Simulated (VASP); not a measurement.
# SiBF (P4/nmm) in VASP: further runs

The runs below take SiBF through single point, relaxation of cell and atoms, with PBE.

Everything below comes from runs of VASP 6.6.1. Logs are shortened: lines on timing, memory, paths and dates and some standing lists are left out, and cuts for length are marked.

## Step 1: The cell of the first run

Symmetry: P4/nmm, No. 129, tetragonal system. Conventional cell: a = 3.108 Å, b = 3.108 Å, c = 6.118 Å, α = 90.00°, β = 90.00°, γ = 90.00°. Si (site symmetry 4mm) has 5 B at 2.14 to 2.32 Å and 4 F at 2.24 Å within 2.8 Å. Within 2.8 Å of B (site symmetry 4mm) lie 5 Si at 2.14 to 2.32 Å and 4 B at 2.60 Å. F (site symmetry -4m2) has 4 F at 2.20 Å and 4 Si at 2.24 Å and 4 B at 2.83 Å within 2.9 Å.

## Step 2: Single point, PBE

INCAR

```
PREC = Accurate
ENCUT = 520
EDIFF = 1E-7
ISMEAR = 0
SIGMA = 0.1
LREAL = False
LASPH = True
NELM = 100
ALGO = Normal
ISIF = 2
LWAVE = False
LCHARG = False
GGA = PE
NBANDS = 23
```

KPOINTS

```
regular mesh
0
Gamma
  6 6 4
```

POSCAR

```
SiBF
1.0
    3.1077364347      0.0000000000      0.0000000000
    0.0000000000      3.1077364347      0.0000000000
    0.0000000000      0.0000000000      6.1183095489
Si B F
2 2 2
Direct
    0.5000000000      0.0000000000      0.7632015510
    0.0000000000      0.5000000000      0.2367984490
    0.5000000000      0.0000000000      0.1131449739
    0.0000000000      0.5000000000      0.8868550261
    0.0000000000      0.0000000000      0.5000000000
    0.5000000000      0.5000000000      0.5000000000
```

Potentials or basis: VASP PAW PBE potentials, release 64 (Si, B, F).

Command:

```sh
$ cat potpaw_PBE.64/Si/POTCAR potpaw_PBE.64/B/POTCAR potpaw_PBE.64/F/POTCAR > POTCAR
$ mpirun -np 1 vasp_std > vasp.out
```

OUTCAR:

```text
PREC = Accurate
   ENCUT = 520
   EDIFF = 1E-7
   ISMEAR = 0
   LREAL = False
   LASPH = True
   NELM = 100
   ISIF = 2
   GGA = PE

 ion  position               nearest neighbor table
   1  0.500  0.000  0.763-   3 2.14   5 2.24   6 2.24   6 2.24   5 2.24   4 2.32   4 2.32   4 2.32
                             4 2.32
   2  0.000  0.500  0.237-   4 2.14   5 2.24   6 2.24   5 2.24   6 2.24   3 2.32   3 2.32   3 2.32
                             3 2.32
   3  0.500  0.000  0.113-   1 2.14   2 2.32   2 2.32   2 2.32   2 2.32
   4  0.000  0.500  0.887-   2 2.14   1 2.32   1 2.32   1 2.32   1 2.32
   5  0.000  0.000  0.500-   1 2.24   2 2.24   2 2.24   1 2.24
   6  0.500  0.500  0.500-   1 2.24   2 2.24   1 2.24   2 2.24

  LATTYP: Found a simple tetragonal cell.
 ALAT       =     3.1077364347
 C/A-ratio  =     1.9687350190

  Lattice vectors:

 A1 = (   3.1077364347,   0.0000000000,   0.0000000000)
 A2 = (   0.0000000000,   3.1077364347,   0.0000000000)
 A3 = (   0.0000000000,   0.0000000000,   6.1183095489)

Analysis of symmetry for initial positions (statically):
=====================================================================
 Subroutine PRICEL returns:
 Original cell was already a primitive cell.

 Routine SETGRP: Setting up the symmetry group for a
 simple tetragonal supercell.

 Subroutine GETGRP returns: Found 16 space group operations
 (whereof  8 operations were pure point group operations)
 out of a pool of 16 trial point group operations.

The static configuration has the point symmetry D_2d.
 The point group associated with its full space group is D_4h.

Analysis of symmetry for dynamics (positions and initial velocities):
=====================================================================
 Subroutine PRICEL returns:
 Original cell was already a primitive cell.

 Routine SETGRP: Setting up the symmetry group for a
 simple tetragonal supercell.

 Subroutine GETGRP returns: Found 16 space group operations
 (whereof  8 operations were pure point group operations)
 out of a pool of 16 trial point group operations.

The dynamic configuration has the point symmetry D_2d.
 The point group associated with its full space group is D_4h.

 Subroutine INISYM returns: Found 16 space group operations
 (whereof  8 operations are pure point group operations),
 and found     1 'primitive' translations

----------------------------------------------------------------------------------------

                                     Primitive cell

  volume of cell :      59.0908

  direct lattice vectors                    reciprocal lattice vectors
     3.107736435  0.000000000  0.000000000     0.321777609  0.000000000  0.000000000
     0.000000000  3.107736435  0.000000000     0.000000000  0.321777609  0.000000000
     0.000000000  0.000000000  6.118309549     0.000000000  0.000000000  0.163443839

  length of vectors
     3.107736435  3.107736435  6.118309549     0.321777609  0.321777609  0.163443839

  position of ions in fractional coordinates (direct lattice)
     0.500000000  0.000000000  0.763201551
     0.000000000  0.500000000  0.236798449
     0.500000000  0.000000000  0.113144974
     0.000000000  0.500000000  0.886855026
     0.000000000  0.000000000  0.500000000
     0.500000000  0.500000000  0.500000000

  ion indices of the primitive-cell ions
   primitive index   ion index
                 1           1
                 2           2
                 3           3
                 4           4
                 5           5
                 6           6

----------------------------------------------------------------------------------------

 KPOINTS: regular mesh

Automatic generation of k-mesh.
 Grid dimensions read from file:
 generate k-points for:    6    6    4

 Generating k-lattice:

  Cartesian coordinates                     Fractional coordinates (reciprocal lattice)
     0.053629602  0.000000000  0.000000000     0.166666667  0.000000000  0.000000000
     0.000000000  0.053629602  0.000000000     0.000000000  0.166666667  0.000000000
     0.000000000  0.000000000  0.040860960     0.000000000  0.000000000  0.250000000

  Length of vectors
     0.053629602  0.053629602  0.040860960

  Shift w.r.t. Gamma in fractional coordinates (k-lattice)
     0.000000000  0.000000000  0.000000000

 Subroutine IBZKPT returns following result:
 ===========================================

 Found     30 irreducible k-points:

 Following reciprocal coordinates:
            Coordinates               Weight
  0.000000  0.000000  0.000000      1.000000
  0.166667  0.000000  0.000000      4.000000
  0.333333  0.000000  0.000000      4.000000
  0.500000  0.000000  0.000000      2.000000
  0.166667  0.166667  0.000000      4.000000
  0.333333  0.166667  0.000000      8.000000
[... 16 lines left out ...]
  0.333333  0.000000  0.500000      4.000000
  0.500000  0.000000  0.500000      2.000000
 [... further k-points ...]
   k-points           NKPTS =     30   k-points in BZ     NKDIM =     30   number of bands    NBANDS=     23
   number of dos      NEDOS =    301   number of ions     NIONS =      6
   total plane-waves  NPLWV =  27648
   dimension x,y,z NGX =    24 NGY =   24 NGZ =   48
   dimension x,y,z NGXF=    48 NGYF=   48 NGZF=   96
   ions per type =               2   2   2
   NGX,Y,Z   is equivalent  to a cutoff of  12.84, 12.84, 13.04 a.u.
   NGXF,Y,Z  is equivalent  to a cutoff of  25.68, 25.68, 26.08 a.u.
 SYSTEM =  unknown system
   PREC   = accura    normal or accurate (medium, high low for compatibility)
   ISTART =      0    job   : 0-new  1-cont  2-samecut
   ICHARG =      2    charge: 1-file 2-atom 10-const
   ISPIN  =      1    spin polarized calculation?
   LNONCOLLINEAR =      F non collinear calculations
   LSORBIT =      F    spin-orbit coupling
   LASPH  =      T    aspherical Exc in radial PAW
   ENCUT  =  520.0 eV  38.22 Ry    6.18 a.u.   5.78  5.78 11.38*2*pi/ulx,y,z
   NELM   =    100;   NELMIN=  2; NELMDL= -5     # of ELM steps
   EDIFF  = 0.1E-06   stopping-criterion for ELM
   LREAL  =      F    real-space projection
   EDIFFG = 0.1E-05   stopping-criterion for IOM
   NSW    =      0    number of steps for IOM
   IBRION =     -1    ionic relax: 0-MD 1-quasi-New 2-CG
   NFREE  =      0    steps in history (QN), initial steepest desc. (CG)
   ISIF   =      2    stress and relaxation
   ISYM   =      2    0-nonsym 1-usesym 2-fastsym
   POTIM  = 0.5000    time-step for ionic-motion
   TEBEG  =    0.0;   TEEND  =   0.0 temperature during run
   PSTRESS=    0.0 pullay stress
   NELECT =      28.0000    total number of electrons
   NUPDOWN=      -1.0000    fix difference up-down
   EMIN   =  10.00;   EMAX   =-10.00  energy-range for DOS
   EFERMI =   0.00;   METHOD = LEGACY
   ISMEAR =     0;   SIGMA  =   0.10  broadening in eV -4-tet -1-fermi 0-gaus
   EFERMI_NEDOS =   21; number of points for ismear=-14 and -15
   IALGO  =     38    algorithm
   IMIX   =      4    mixing-type and parameters
     AMIX     =   0.40;   BMIX     =  1.00
     AMIX_MAG =   1.60;   BMIX_MAG =  1.00
  volume/ion in A,a.u.               =       9.85        66.46
  Fermi-wavevector in a.u.,A,eV,Ry     =   1.276304  2.411865 22.163247  1.628953
  Thomas-Fermi vector in A             =   2.408968
   LORBIT       =      0    0 simple, 1 ext, 2 COOP (PROOUT), +10 PAW based schemes
   GGA     = PE    functional components
   LHFCALC =     F    Hartree Fock is set to
   AEXX    =    0.0000 exact exchange contribution
   IVDW    =     0    specifies the selected vdW correction
   LEPSILON=     F    determine dielectric tensor
   LRPA    =     F    only Hartree local field effects (RPA)
 non-spin polarized calculation
 Gauss-broadening in eV      SIGMA  =   0.10
  energy-cutoff  :      520.00
  volume of cell :       59.09
 maximum number of plane-waves:      1608
 NGX is ok and might be reduce to    24
   NGX = 11   NGY = 11   NGZ = 23

 number of electron      28.0000013 magnetization

 Free energy of the ion-electron system (eV)
  ---------------------------------------------------
  ext. energy  EPLUGINS =         0.00000000
  ---------------------------------------------------
  free energy    TOTEN  =       -26.76564923 eV

  energy without entropy =      -26.75454955  energy(sigma->0) =      -26.76009939

 E-fermi :   7.3698     XC(G=0): -11.4743

 val. band max:        7.3509403561   @ k =   0.0000   0.0000   0.2500
 cond. band min:       7.3732783564   @ k =   0.0000   0.0000   0.5000
 fundamental gap:      0.0223380004
 Fermi energy:         7.3698199696

 k-point     1 :       0.0000    0.0000    0.0000
  band No.  band energies     occupation
      1     -18.2424      2.00000
      2     -15.5054      2.00000
      3      -5.6073      2.00000
      4      -4.2546      2.00000
      5       0.2141      2.00000
      6       0.2141      2.00000
[... 15 lines left out ...]
     22      16.5739      0.00000
     23      16.6691      0.00000

 k-point     2 :       0.1667    0.0000    0.0000
  band No.  band energies     occupation
      1     -18.0690      2.00000
      2     -15.6949      2.00000
      3      -5.2444      2.00000
      4      -3.9146      2.00000
      5       0.1504      2.00000
      6       0.4407      2.00000
[... 15 lines left out ...]
     22      16.0718      0.00000
     23      16.5887      0.00000

 k-point     3 :       0.3333    0.0000    0.0000
  band No.  band energies     occupation
      1     -17.5868      2.00000
      2     -16.2111      2.00000
      3      -4.1721      2.00000
      4      -2.9440      2.00000
      5      -0.2871      2.00000
      6       0.5174      2.00000
[... 15 lines left out ...]
     22      15.4301      0.00000
     23      16.2448      0.00000
[... 495 lines left out ...]
 k-point    23 :       0.3333    0.0000    0.5000
  band No.  band energies     occupation
      1     -17.5858      2.00000
      2     -16.2108      2.00000
      3      -4.7379      2.00000
      4      -1.1490      2.00000
      5      -0.3404      2.00000
      6      -0.1341      2.00000
[... 15 lines left out ...]
     22      15.0561      0.00000
     23      16.5959      0.00000

 k-point    24 :       0.5000    0.0000    0.5000
  band No.  band energies     occupation
      1     -16.9074      2.00000
      2     -16.9074      2.00000
      3      -2.9571      2.00000
      4      -2.9571      2.00000
      5       0.1338      2.00000
      6       0.1338      2.00000
[... 15 lines left out ...]
     22      14.8945      0.00000
     23      15.9063      0.00000

 [... further k-points ...]

------------------------ aborting loop because EDIFF is reached ----------------------------------------

  FORCE on cell =-STRESS in cart. coord.  units (eV):
  Direction    XX          YY          ZZ          XY          YZ          ZX
  --------------------------------------------------------------------------------------
  -------------------------------------------------------------------------------------
  Total       -0.1502096     -0.1502096     -0.0740820      0.0000000     -0.0000000      0.0000000
  in kB       -4.0727565     -4.0727565     -2.0086468      0.0000000     -0.0000000      0.0000000
  external PRESSURE =      -3.3847199 kB  Pullay stress =       0.0000000 kB

 VOLUME and BASIS-vectors are now :
 -----------------------------------------------------------------------------
  energy-cutoff  :      520.00
  volume of cell :       59.09
      direct lattice vectors                 reciprocal lattice vectors
     3.107736435  0.000000000  0.000000000     0.321777609  0.000000000  0.000000000
     0.000000000  3.107736435  0.000000000     0.000000000  0.321777609  0.000000000
     0.000000000  0.000000000  6.118309549     0.000000000  0.000000000  0.163443839

 POSITION                                       TOTAL-FORCE (eV/Angst)
 -----------------------------------------------------------------------------------
      1.55387      0.00000      4.66950        -0.000000     -0.000000      0.026110
      0.00000      1.55387      1.44881         0.000000      0.000000     -0.026110
      1.55387      0.00000      0.69226         0.000000     -0.000000     -0.008036
      0.00000      1.55387      5.42605         0.000000      0.000000      0.008036
      0.00000      0.00000      3.05915         0.000000     -0.000000      0.000000
      1.55387      1.55387      3.05915         0.000000      0.000000      0.000000
 -----------------------------------------------------------------------------------
    total drift:                                0.000000      0.000000     -0.000000

  FREE ENERGIE OF THE ION-ELECTRON SYSTEM (eV)
  ---------------------------------------------------
  free  energy   TOTEN  =       -26.7656492258 eV

  energy  without entropy=      -26.7545495546  energy(sigma->0) =      -26.76009939
```

Run time: 49 s. Hardware: 1 thread of Oxide Virtual Turin-like, shared host; peak memory 0.15 GiB.

What came out:

| Property | Result |
| --- | --- |
| Free energy | -26.7656 eV |
| Pressure | -0.3 GPa |
| Largest force | 0.026 eV/Å |
| Band gap on the k mesh | zero (band 14 reaches 8.36 eV, above the bottom of band 15 at 5.32 eV) |

Forces in eV/Å, atoms in the order of the input:
```
Si   0.000  0.000  0.026
Si   0.000  0.000 -0.026
B    0.000  0.000 -0.008
B    0.000  0.000  0.008
F    0.000  0.000  0.000
F    0.000  0.000  0.000
```

Stress tensor (GPa, compression positive):
```
-0.41  0.00  0.00
 0.00 -0.41  0.00
 0.00  0.00 -0.20
```

## Step 3: Single point, PBE

This run uses another cell than the first one, of 9.75 Å³/atom, 0.990 times its volume.

INCAR

```
PREC = Accurate
ENCUT = 520
EDIFF = 1E-6
ISMEAR = 0
SIGMA = 0.1
LREAL = False
LASPH = True
NELM = 60
ALGO = Normal
ISIF = 2
LWAVE = False
LCHARG = True
GGA = PE
LELF = True
LVHAR = True
NBANDS = 23
```

KPOINTS

```
regular mesh
0
Gamma
  12 12 6
```

POSCAR

```
SiBF
1.0
    3.0818341359      0.0000000000      0.0000000000
    0.0000000000      3.0818341359      0.0000000000
    0.0000000000      0.0000000000      6.1599370147
Si B F
2 2 2
Direct
    0.5000000000      0.0000000000      0.7625031754
    0.0000000000      0.5000000000      0.2374968246
    0.5000000000      0.0000000000      0.1129233140
    0.0000000000      0.5000000000      0.8870766860
    0.0000000000      0.0000000000      0.5000000000
    0.5000000000      0.5000000000      0.5000000000
```

Potentials or basis: VASP PAW PBE potentials, release 64 (Si, B, F).

Command:

```sh
$ cat potpaw_PBE.64/Si/POTCAR potpaw_PBE.64/B/POTCAR potpaw_PBE.64/F/POTCAR > POTCAR
$ mpirun -np 1 vasp_std > vasp.out
```

OUTCAR:

```text
PREC = Accurate
   ENCUT = 520
   EDIFF = 1E-6
   ISMEAR = 0
   LREAL = False
   LASPH = True
   NELM = 60
   ISIF = 2
   GGA = PE

 ion  position               nearest neighbor table
   1  0.500  0.000  0.763-   3 2.16   5 2.23   6 2.23   6 2.23   5 2.23   4 2.31   4 2.31   4 2.31
                             4 2.31
   2  0.000  0.500  0.237-   4 2.16   5 2.23   6 2.23   5 2.23   6 2.23   3 2.31   3 2.31   3 2.31
                             3 2.31
   3  0.500  0.000  0.113-   1 2.16   2 2.31   2 2.31   2 2.31   2 2.31
   4  0.000  0.500  0.887-   2 2.16   1 2.31   1 2.31   1 2.31   1 2.31
   5  0.000  0.000  0.500-   1 2.23   2 2.23   2 2.23   1 2.23
[... 836 lines left out ...]
  Total       -0.0426907     -0.0426907      0.0006357      0.0000000      0.0000000      0.0000000
  in kB       -1.1690917     -1.1690917      0.0174087      0.0000000      0.0000000      0.0000000
  external PRESSURE =      -0.7735916 kB  Pullay stress =       0.0000000 kB

 VOLUME and BASIS-vectors are now :
 -----------------------------------------------------------------------------
  energy-cutoff  :      520.00
  volume of cell :       58.51
      direct lattice vectors                 reciprocal lattice vectors
     3.081834136  0.000000000  0.000000000     0.324482096  0.000000000  0.000000000
     0.000000000  3.081834136  0.000000000     0.000000000  0.324482096  0.000000000
     0.000000000  0.000000000  6.159937015     0.000000000  0.000000000  0.162339322

 POSITION                                       TOTAL-FORCE (eV/Angst)
 -----------------------------------------------------------------------------------
      1.54092      0.00000      4.69697        -0.000000      0.000000      0.015943
      0.00000      1.54092      1.46297        -0.000000      0.000000     -0.015943
      1.54092      0.00000      0.69560         0.000000      0.000000      0.005120
      0.00000      1.54092      5.46434        -0.000000      0.000000     -0.005120
      0.00000      0.00000      3.07997        -0.000000      0.000000      0.000000
      1.54092      1.54092      3.07997        -0.000000      0.000000      0.000000
 -----------------------------------------------------------------------------------
    total drift:                                0.000000      0.000000     -0.000000

  FREE ENERGIE OF THE ION-ELECTRON SYSTEM (eV)
  ---------------------------------------------------
  free  energy   TOTEN  =       -26.8227610020 eV

  energy  without entropy=      -26.8132605814  energy(sigma->0) =      -26.81801079
```

stdout:

```text
POSCAR found type information on POSCAR SiB F
 POSCAR found :  3 types and       6 ions
 scaLAPACK will be used
 LDA part: xc-table for (Slater+PW92), standard interpolation
 POSCAR, INCAR and KPOINTS ok, starting setup
 FFT: planning ... GRIDC
 FFT: planning ... GRID_SOFT
 FFT: planning ... GRID
 WAVECAR not read
 entering main loop
```

It took 3.6 min on 1 thread of Oxide Virtual Turin-like, shared host; peak memory 0.22 GiB.

Results:

```
Free energy            : -26.8228 eV
Pressure               : -0.1 GPa
Largest force          : 0.016 eV/Å
Band gap on the k mesh : zero (band 14 reaches 8.89 eV, above the bottom of band 15 at 5.16 eV)
```

Forces on the atoms (eV/Å):
```
Si   0.000  0.000  0.016
Si   0.000  0.000 -0.016
B    0.000  0.000  0.005
B    0.000  0.000 -0.005
F    0.000  0.000  0.000
F    0.000  0.000  0.000
```

Stress tensor (GPa, compression positive):
```
-0.12  0.00  0.00
 0.00 -0.12  0.00
 0.00  0.00  0.00
```

(Continued in part 2 of 3.)
